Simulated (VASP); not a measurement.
The system is HfMoC2.

```
CELL_PARAMETERS angstrom
3.14829 0.00000 0.00000
0.00000 3.14829 0.00000
0.00000 0.00000 4.42455
ATOMIC_POSITIONS crystal
Hf 0.00000 0.00000 0.00000
Mo 0.50000 0.50000 0.50000
C 0.50000 0.50000 0.00000
C 0.00000 0.00000 0.50000
```

This cell differs from its parent crystal: volume scaled by 0.96.

Base run:

```yaml
Program: VASP 6.6.1
Functional: PBEsol
Potentials_or_basis: VASP PAW PBE potentials, release 64 (Hf_pv, Mo_sv, C)
Cutoff: 520 eV
k_mesh: 8 × 8 × 6
Occupations: fermi-dirac, width 0.05 eV
Spin: no spin polarisation
```

Its results: band gap on the k mesh zero (band 16 reaches 10.96 eV, above the bottom of band 17 at 8.17 eV); pressure 2.8 GPa.

**Question.** The run is repeated on the same cell with these changes: functional from PBEsol to LDA; potentials or basis from VASP PAW PBE potentials, release 64 (Hf_pv, Mo_sv, C) to VASP PAW LDA potentials, release 64 (Hf_pv, Mo_sv, C). What comes out?

**Answer.** Band gap on the k mesh zero (band 16 reaches 11.01 eV, above the bottom of band 17 at 8.21 eV); pressure -2.1 GPa.

Caveats: spin-orbit coupling is left out, which moves the levels of the heavy elements; the PAW data sets were made with another functional, which shifts forces and pressure a little (some runs).
